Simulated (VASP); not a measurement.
# Sc12Pd in VASP: single point with LDA

Aim: the single point of Sc12Pd with LDA.

Everything below comes from runs of VASP 6.6.1. Logs are shortened: lines on timing, memory, paths and dates and some standing lists are left out, and cuts for length are marked.

**1. The cell of the first run**

The cell holds a slab with vacuum, 13 atoms: a = 6.620 Å, b = 6.620 Å, c = 18.276 Å, α = 90.00°, β = 90.00°, γ = 60.00°.

**2. Single point, LDA**

Input file INCAR:

```
SYSTEM = Sc12Pd
PREC = Accurate
ENCUT = 520
EDIFF = 1E-6
ISMEAR = -1
SIGMA = 0.15
LREAL = .FALSE.
LASPH = .TRUE.
NELM = 100
ALGO = Normal
ISIF = 2
LWAVE = .FALSE.
LCHARG = .TRUE.
LELF = .TRUE.
LVHAR = .TRUE.
NBANDS = 83
```

Input file KPOINTS:

```
Automatic mesh
0
G
  3 3 1
  0 0 0
```

Input file POSCAR:

```
Sc12Pd
1.0
    6.6200000000      0.0000000000      0.0000000000
    3.3100000000      5.7330880000      0.0000000000
    0.0000000000      0.0000000000     18.2761400000
Sc Pd
12 1
Direct
    0.0000000000      0.0000000000      0.0547160943
    0.5000000000      0.0000000000      0.0547160943
    0.0000000000      0.5000000000      0.0547160943
    0.5000000000      0.5000000000      0.0547160943
   -0.1649574777      0.3350354992      0.1851342789
    0.3299223336      0.3350335805      0.1851340053
   -0.1649690405      0.8299347577      0.1851422675
    0.3333259885      0.8333362404      0.1855590404
   -0.0114296099      0.0057232682      0.3184747436
    0.5057017696      0.0057227449      0.3184689437
    0.0000051159      0.4999912787      0.3218716863
    0.5056875530      0.4886209666      0.3184588759
    0.6666098269      0.1667492283      0.4132860659
```

Potentials or basis: VASP PAW LDA potentials, release 64 (Sc_sv, Pd).

Started as:

```bash
$ cat potpaw_LDA.64/Sc_sv/POTCAR potpaw_LDA.64/Pd/POTCAR > POTCAR
$ mpirun -np 1 vasp_std > vasp.out
```

OUTCAR:

```text
SYSTEM = Sc12Pd
   PREC = Accurate
   ENCUT = 520
   EDIFF = 1E-6
   ISMEAR = -1
   LREAL = .FALSE.
   LASPH = .TRUE.
   NELM = 100
   ISIF = 2

 ion  position               nearest neighbor table
   1  0.000  0.000  0.055-   8 3.06   5 3.06   7 3.06   3 3.31   3 3.31   4 3.31   4 3.31   2 3.31
                             2 3.31
   2  0.500  0.000  0.055-   8 3.06   6 3.06   7 3.06   4 3.31   3 3.31   4 3.31   3 3.31   1 3.31
                             1 3.31
   3  0.000  0.500  0.055-   6 3.04   5 3.04   7 3.04   1 3.31   1 3.31   2 3.31   2 3.31   4 3.31
                             4 3.31
   4  0.500  0.500  0.055-   8 3.06   5 3.06   6 3.06   2 3.31   1 3.31   2 3.31   1 3.31   3 3.31
                             3 3.31
   5  0.835  0.335  0.185-   3 3.04   1 3.06   4 3.06  12 3.08   9 3.08  11 3.13   6 3.28   7 3.28
                             8 3.31   8 3.31   7 3.34   6 3.34
   6  0.330  0.335  0.185-   3 3.04   2 3.06   4 3.06  12 3.08  10 3.08  11 3.13   5 3.28   7 3.28
                             8 3.31   8 3.31   7 3.34   5 3.34
   7  0.835  0.830  0.185-   3 3.04   2 3.06   1 3.06  10 3.08   9 3.08  11 3.13   5 3.28   6 3.28
                             8 3.31   8 3.31   6 3.34   5 3.34
   8  0.333  0.833  0.186-   1 3.06   4 3.06   2 3.06  12 3.13  10 3.13   9 3.13   5 3.31   6 3.31
                             7 3.31   7 3.31   6 3.31   5 3.31
   9  0.989  0.006  0.318-  13 2.53   7 3.08   5 3.08   8 3.13  10 3.20  12 3.20  11 3.31  11 3.31
                            12 3.42  10 3.42
  10  0.506  0.006  0.318-  13 2.53   7 3.08   6 3.08   8 3.13   9 3.20  12 3.20  11 3.31  11 3.31
                            12 3.42   9 3.42
  11  0.000  0.500  0.322-   7 3.13   6 3.13   5 3.13  10 3.31   9 3.31  12 3.31  12 3.31   9 3.31
                            10 3.31
  12  0.506  0.489  0.318-  13 2.53   6 3.08   5 3.08   8 3.13   9 3.20  10 3.20  11 3.31  11 3.31
                            10 3.42   9 3.42
  13  0.667  0.167  0.413-  12 2.53  10 2.53   9 2.53

  LATTYP: Found a hexagonal cell.
 ALAT       =     6.6199998501
 C/A-ratio  =     2.7607462861

  Lattice vectors:

 A1 = (  -3.3100000000,  -5.7330880000,   0.0000000000)
 A2 = (   6.6200000000,   0.0000000000,   0.0000000000)
 A3 = (   0.0000000000,   0.0000000000,  18.2761400000)

Analysis of symmetry for initial positions (statically):
=====================================================================
 Subroutine PRICEL returns:
 Original cell was already a primitive cell.

 Routine SETGRP: Setting up the symmetry group for a
 hexagonal supercell.

 Subroutine GETGRP returns: Found  1 space group operations
 (whereof  1 operations were pure point group operations)
 out of a pool of 24 trial point group operations.

The static configuration has the point symmetry C_1 .

Analysis of symmetry for dynamics (positions and initial velocities):
=====================================================================
 Subroutine PRICEL returns:
 Original cell was already a primitive cell.

 Routine SETGRP: Setting up the symmetry group for a
 hexagonal supercell.

 Subroutine GETGRP returns: Found  1 space group operations
 (whereof  1 operations were pure point group operations)
 out of a pool of 24 trial point group operations.

The dynamic configuration has the point symmetry C_1 .

 Subroutine INISYM returns: Found  1 space group operations
 (whereof  1 operations are pure point group operations),
 and found     1 'primitive' translations

----------------------------------------------------------------------------------------

                                     Primitive cell

  volume of cell :     693.6351

  direct lattice vectors                    reciprocal lattice vectors
     6.620000000  0.000000000  0.000000000     0.151057402 -0.087213034  0.000000000
     3.310000000  5.733088000  0.000000000     0.000000000  0.174426068  0.000000000
     0.000000000  0.000000000 18.276140000     0.000000000  0.000000000  0.054716149

  length of vectors
     6.620000000  6.619999850 18.276140000     0.174426065  0.174426068  0.054716149

  position of ions in fractional coordinates (direct lattice)
     0.000000000  0.000000000  0.054716094
     0.500000000  0.000000000  0.054716094
     0.000000000  0.500000000  0.054716094
     0.500000000  0.500000000  0.054716094
[... 32 lines left out ...]
 generate k-points for:    3    3    1

 Generating k-lattice:

  Cartesian coordinates                     Fractional coordinates (reciprocal lattice)
     0.050352467 -0.029071011  0.000000000     0.333333333  0.000000000  0.000000000
     0.000000000  0.058142023  0.000000000     0.000000000  0.333333333  0.000000000
     0.000000000  0.000000000  0.054716149     0.000000000  0.000000000  1.000000000

  Length of vectors
     0.058142022  0.058142023  0.054716149

  Shift w.r.t. Gamma in fractional coordinates (k-lattice)
     0.000000000  0.000000000  0.000000000

 Subroutine IBZKPT returns following result:
 ===========================================

 Found      5 irreducible k-points:

 Following reciprocal coordinates:
            Coordinates               Weight
  0.000000  0.000000  0.000000      1.000000
  0.333333 -0.000000  0.000000      2.000000
  0.333333  0.333333  0.000000      2.000000
  0.000000  0.333333  0.000000      2.000000
 -0.333333  0.333333  0.000000      2.000000
   k-points           NKPTS =      5   k-points in BZ     NKDIM =      5   number of bands    NBANDS=     83
   number of dos      NEDOS =    301   number of ions     NIONS =     13
   total plane-waves  NPLWV = 350000
   dimension x,y,z NGX =    50 NGY =   50 NGZ =  140
   dimension x,y,z NGXF=   100 NGYF=  100 NGZF=  280
   ions per type =              12   1
   NGX,Y,Z   is equivalent  to a cutoff of  12.56, 12.56, 12.73 a.u.
   NGXF,Y,Z  is equivalent  to a cutoff of  25.11, 25.11, 25.47 a.u.
 SYSTEM =  Sc12Pd
   PREC   = accura    normal or accurate (medium, high low for compatibility)
   ISTART =      0    job   : 0-new  1-cont  2-samecut
   ICHARG =      2    charge: 1-file 2-atom 10-const
   ISPIN  =      1    spin polarized calculation?
   LNONCOLLINEAR =      F non collinear calculations
   LSORBIT =      F    spin-orbit coupling
   LASPH  =      T    aspherical Exc in radial PAW
   ENCUT  =  520.0 eV  38.22 Ry    6.18 a.u.  12.31 12.31 33.98*2*pi/ulx,y,z
   NELM   =    100;   NELMIN=  2; NELMDL= -5     # of ELM steps
   EDIFF  = 0.1E-05   stopping-criterion for ELM
   LREAL  =      F    real-space projection
   EDIFFG = 0.1E-04   stopping-criterion for IOM
   NSW    =      0    number of steps for IOM
   IBRION =     -1    ionic relax: 0-MD 1-quasi-New 2-CG
   NFREE  =      0    steps in history (QN), initial steepest desc. (CG)
   ISIF   =      2    stress and relaxation
   ISYM   =      2    0-nonsym 1-usesym 2-fastsym
   POTIM  = 0.5000    time-step for ionic-motion
   TEBEG  =    0.0;   TEEND  =   0.0 temperature during run
   PSTRESS=    0.0 pullay stress
   NELECT =     142.0000    total number of electrons
   NUPDOWN=      -1.0000    fix difference up-down
   EMIN   =  10.00;   EMAX   =-10.00  energy-range for DOS
   EFERMI =   0.00;   METHOD = LEGACY
   ISMEAR =    -1;   SIGMA  =   0.15  broadening in eV -4-tet -1-fermi 0-gaus
   EFERMI_NEDOS =   21; number of points for ismear=-14 and -15
   IALGO  =     38    algorithm
   IMIX   =      4    mixing-type and parameters
     AMIX     =   0.40;   BMIX     =  1.00
     AMIX_MAG =   1.60;   BMIX_MAG =  1.00
  volume/ion in A,a.u.               =      53.36       360.07
  Fermi-wavevector in a.u.,A,eV,Ry     =   0.964852  1.823305 12.666193  0.930939
  Thomas-Fermi vector in A             =   2.094518
   LORBIT       =      0    0 simple, 1 ext, 2 COOP (PROOUT), +10 PAW based schemes
   GGA     = CA    functional components
   LHFCALC =     F    Hartree Fock is set to
   AEXX    =    0.0000 exact exchange contribution
   IVDW    =     0    specifies the selected vdW correction
   LEPSILON=     F    determine dielectric tensor
   LRPA    =     F    only Hartree local field effects (RPA)
 non-spin polarized calculation
  energy-cutoff  :      520.00
  volume of cell :      693.64
 maximum number of plane-waves:     18727
 NGX is ok and might be reduce to    50
   NGX = 25   NGY = 25   NGZ = 67

 number of electron     141.9999989 magnetization

 Free energy of the ion-electron system (eV)
  ---------------------------------------------------
  ext. energy  EPLUGINS =         0.00000000
  ---------------------------------------------------
  free energy    TOTEN  =       -82.08212864 eV

  energy without entropy =      -80.31978596  energy(sigma->0) =      -81.20095730

 E-fermi :  -0.3743     XC(G=0):  -5.5769

 val. band max:       -0.3897292241   @ k =   0.0000   0.3333   0.0000
 cond. band min:      -0.3737469872   @ k =  -0.3333   0.3333   0.0000
 fundamental gap:      0.0159822369
 Fermi energy:        -0.3743271652

 k-point     1 :       0.0000    0.0000    0.0000
  band No.  band energies     occupation
      1     -49.5614      2.00000
      2     -49.4273      2.00000
      3     -49.3926      2.00000
      4     -49.3926      2.00000
      5     -49.3819      2.00000
      6     -49.2437      2.00000
[... 419 lines left out ...]
     82       0.3063      0.02118
     83       0.3981      0.01154

------------------------ aborting loop because EDIFF is reached ----------------------------------------

  FORCE on cell =-STRESS in cart. coord.  units (eV):
  Direction    XX          YY          ZZ          XY          YZ          ZX
  --------------------------------------------------------------------------------------
  -------------------------------------------------------------------------------------
  Total       -7.3737307     -7.3710723      0.2196394     -0.0002848     -0.0005755      0.0000508
  in kB      -17.0320445    -17.0259039      0.5073292     -0.0006579     -0.0013293      0.0001172
  external PRESSURE =     -11.1835397 kB  Pullay stress =       0.0000000 kB

 VOLUME and BASIS-vectors are now :
 -----------------------------------------------------------------------------
  energy-cutoff  :      520.00
  volume of cell :      693.64
      direct lattice vectors                 reciprocal lattice vectors
     6.620000000  0.000000000  0.000000000     0.151057402 -0.087213034  0.000000000
     3.310000000  5.733088000  0.000000000     0.000000000  0.174426068  0.000000000
     0.000000000  0.000000000 18.276140000     0.000000000  0.000000000  0.054716149

 POSITION                                       TOTAL-FORCE (eV/Angst)
 -----------------------------------------------------------------------------------
      0.00000      0.00000      1.00000         0.031872     -0.018472      0.008337
      3.31000      0.00000      1.00000        -0.031922     -0.018468      0.008201
      1.65500      2.86654      1.00000         0.000012      0.000142     -0.069020
      4.96500      2.86654      1.00000        -0.000028      0.036842      0.008220
      6.63695      1.92079      3.38354        -0.005570     -0.003117      0.001000
      3.29305      1.92078      3.38353         0.005516     -0.002952      0.000861
      8.27499      4.75809      3.38369         0.000116      0.005932      0.000411
      4.96496      4.77759      3.39130         0.000037      0.000253      0.003482
      6.56328      0.03281      5.82049         0.031608     -0.018153     -0.018360
      3.36669      0.03281      5.82038        -0.031676     -0.018228     -0.018182
      1.65500      2.86649      5.88257        -0.000014      0.000153      0.008702
      4.96499      2.80131      5.82020         0.000025      0.036197     -0.018328
      4.96490      0.95599      7.55327         0.000024     -0.000129      0.084675
 -----------------------------------------------------------------------------------
    total drift:                                0.000000      0.000002     -0.000802

  FREE ENERGIE OF THE ION-ELECTRON SYSTEM (eV)
  ---------------------------------------------------
  free  energy   TOTEN  =       -82.0821286402 eV

  energy  without entropy=      -80.3197859583  energy(sigma->0) =      -81.20095730
```

It took 18 min on 1 thread of Intel Xeon 6975P-C (Granite Rapids), shared host; peak memory 0.66 GiB.

What came out:

| Quantity | Value |
| --- | --- |
| Free energy | -82.0821 eV |
| Largest force | 0.085 eV/Å |
| Band gap on the k mesh | zero (bands 71 and 72 overlap by 0.12 eV) |

Forces on the atoms (eV/Å):
```
Sc   0.032 -0.018  0.008
Sc  -0.032 -0.018  0.008
Sc   0.000  0.000 -0.069
Sc   0.000  0.037  0.008
Sc  -0.006 -0.003  0.001
Sc   0.006 -0.003  0.001
Sc   0.000  0.006  0.000
Sc   0.000  0.000  0.003
Sc   0.032 -0.018 -0.018
Sc  -0.032 -0.018 -0.018
Sc   0.000  0.000  0.009
Sc   0.000  0.036 -0.018
Pd   0.000  0.000  0.085
```

Levels at points of the mesh, in eV from the Fermi level:
```tsv
k point	band 70	band 71	band 72	band 73	band 74	band 75
(0.00, 0.00, 0.00)	-0.30	-0.29	-0.12	0.13	0.58	0.60
```

Caveat: the k points lie up to 0.37 Å⁻¹ apart; there is no dipole correction, which matters where the two faces differ.
